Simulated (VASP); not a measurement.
Wanted: the native input for a VASP 6.6.1 run.

- Task: relaxation of cell and atoms
- Functional: PBE
- Dispersion: D4
- Potentials or basis: VASP PAW PBE potentials, release 64 (Cd, I)
- Cutoff: 500 eV
- k mesh: 6 × 6 × 4
- Occupations: fermi-dirac, width 0.02 eV
- Spin: no spin polarisation
- Dipole correction: no
- Further INCAR settings: ALGO = Normal; EDIFF = 1e-07; IBRION = 2; EDIFFG = -0.005; NSW = 80; ISIF = 3

The structure of CdI2 lies in POSCAR:

```
CdI2
1.0
    4.2399145174      0.0000000000      0.0000000000
   -2.1199572587      3.6718736820      0.0000000000
    0.0000000000      0.0000000000      6.8360999508
Cd I
1 2
Direct
    0.0000000000      0.0000000000      0.0000000000
    0.3333333333      0.6666666667      0.2532255740
    0.6666666667      0.3333333333      0.7467744260
```

These files were run (other wordings do the same):

INCAR

```
SYSTEM = CdI2
PREC = Accurate
ENCUT = 500
EDIFF = 1E-7
ISMEAR = -1
SIGMA = 0.02
LREAL = .FALSE.
LASPH = .TRUE.
NELM = 120
ALGO = Normal
ISIF = 3
LWAVE = .FALSE.
LCHARG = .FALSE.
GGA = PE
IVDW = 13
IBRION = 2
NSW = 80
EDIFFG = -0.005
GGA_COMPAT = .FALSE.
NELMIN = 4
```

KPOINTS

```
regular mesh
0
G
  6 6 4
  0 0 0
```

Potentials or basis: VASP PAW PBE potentials, release 64 (Cd, I).

The run is started by

```console
$ cat potpaw_PBE.64/Cd/POTCAR potpaw_PBE.64/I/POTCAR > POTCAR
$ mpirun -np 1 vasp_std > vasp.out
```

Results of the run:

| Item | Value |
| --- | --- |
| Relaxed volume | 35.51 Å³/atom |
| Relaxed cell | a = 4.248 Å, b = 4.248 Å, c = 6.818 Å, α = 90.00°, β = 90.00°, γ = 120.00° |
| Space group after relaxing (to 0.1 Å) | P-3m1 (No. 164) |
| Energy gained by relaxing | 0.1 meV/atom |
| Ionic steps | 7 |
| Pressure after relaxing | 0.0 GPa |
| Band gap on the k mesh | 2.34 eV (least direct gap 2.53 eV) |
| Dispersion energy per atom | -0.357 eV |

Caveat: spin-orbit coupling is left out, which moves the levels of the heavy elements.

Run time: 4.5 min on 1 thread of AMD EPYC 7571, with other jobs on the host, peak memory 0.21 GiB.
